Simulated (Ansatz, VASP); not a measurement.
**ZnCu in VASP and in Ansatz**

File POSCAR:

```
ZnCu
1.0
    2.9205539200      0.0000000000      0.0000000000
    0.0000000000      2.9205539200      0.0000000000
    0.0000000000      0.0000000000      2.9205539200
Zn Cu
1 1
Direct
    0.5000000000      0.5000000000      0.5000000000
    0.0000000000      0.0000000000      0.0000000000
```

The input INCAR.step1:

```
SYSTEM = ZnCu
PREC = Accurate ; ENCUT = 520
ISMEAR = -1 ; SIGMA = 0.05
LREAL = .FALSE. ; LASPH = .TRUE.
NELM = 60 ; NBANDS = 18
GGA = PE ; ALGO = Normal
EDIFF = 1E-4 ; LWAVE = .TRUE.
LCHARG = .FALSE.
```

The input INCAR.step2:

```
SYSTEM = ZnCu
PREC = Accurate ; ENCUT = 520
EDIFF = 1E-8 ; ISMEAR = -1
SIGMA = 0.05 ; LREAL = .FALSE.
LASPH = .TRUE. ; NELM = 60
ALGO = Normal ; ISIF = 2
LWAVE = .FALSE. ; LCHARG = .FALSE.
METAGGA = R2SCAN ; LMIXTAU = .TRUE.
LEFG = .TRUE. ; NBANDS = 18
ISTART = 1
```

The input KPOINTS:

```
Automatic mesh
0
G
  9 9 9
  0 0 0
```

Input for Ansatz:

```yaml
crystal:
  lattice:
    - [2.92055392, 0.0, 0.0]
    - [0.0, 2.92055392, 0.0]
    - [0.0, 0.0, 2.92055392]
  atoms:
    - { symbol: Zn, position: [0.5, 0.5, 0.5] }
    - { symbol: Cu, position: [0.0, 0.0, 0.0] }
kpoints:
  mp_grid: { grid: [9, 9, 9] }
scf:
  occupations: { method: fermi_dirac, width: 0.05 }
hamiltonian:
  xc: r2scan
  pseudopotentials: { kind: paw }
output:
  forces: true
  stress: true
  eigenvalues: true
  efg: { contact_densities: true }
```

Alike in both runs: task electric field gradients; functional r2SCAN; k mesh 9 × 9 × 9; occupations fermi-dirac, width 0.05 eV; no spin polarisation.

```csv
,VASP,Ansatz
version,VASP 6.6.1,Ansatz 0.2.0
potentials or method,"VASP PAW PBE potentials, release 64 (Zn, Cu)","PAW with Ansatz's default frozen-core files, scalar-relativistic"
plane-wave cutoff (eV),520,500
valence electrons in the cell,23,31
```

Ansatz gave:

```
pressure (GPa) : 0.0
```

Q: What did VASP give for the same quantities?

A: Pressure (GPa): 0.7.

VASP's potentials were made for PBE, not for r2SCAN. The functional is the same, so the differences come from potentials, cutoffs and numerics. VASP's potentials hold 23 valence electrons a cell and Ansatz's 31, so a difference there can come from the potentials and not from the codes.
